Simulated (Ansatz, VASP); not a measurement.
**One calculation of SiO2, two programs**

```xyz
12
Lattice="5.0230 0.0000 0.0000 0.0000 5.0230 0.0000 0.0000 0.0000 7.4276" Properties=species:S:1:pos:R:3 pbc="T T T"
Si    0.0000    0.0000    0.0000
Si    0.0000    2.5115    1.8569
Si    2.5115    2.5115    3.7138
Si    2.5115    0.0000    5.5707
O     0.4062    1.2558    0.9285
O     1.2558    2.9177    2.7854
O     3.7673    2.1054    2.7854
O     4.6169    3.7673    0.9285
O     2.9177    3.7673    4.6423
O     3.7673    0.4062    6.4992
O     1.2558    4.6169    6.4992
O     2.1054    1.2558    4.6423
```

Change from the starting cell: equal strain along all axes, cell held, atoms relaxed: +1.5 %.

Alike in both runs: functional r2SCAN; k mesh 6 × 6 × 4; occupations gaussian, width 0.02 eV; no spin polarisation.

Ansatz relaxed the structure, and its values are those at the end. VASP's run is a single point on that final structure, the one shown.

|  | VASP | Ansatz |
| --- | --- | --- |
| version | VASP 6.6.1 | Ansatz 0.2.0 |
| potentials or method | VASP PAW PBE potentials, release 64 (Si, O), cutoff 520 eV | scalar-relativistic, plane waves, PAW |
| valence electrons in the cell | 64 | 64 |

```tsv
	VASP	Ansatz	Ansatz less VASP
gap on the k mesh at the Fermi level (eV)	6.36	6.36	+0.003
least direct gap on the mesh (eV)	6.36	6.36	+0.003
pressure (GPa)	-1.1	-1.3	-0.14
```

VASP's potentials were made for PBE, not for r2SCAN. The functional is the same, so the differences come from potentials, cutoffs and numerics. Ansatz's warnings: stress scf threshold loose.
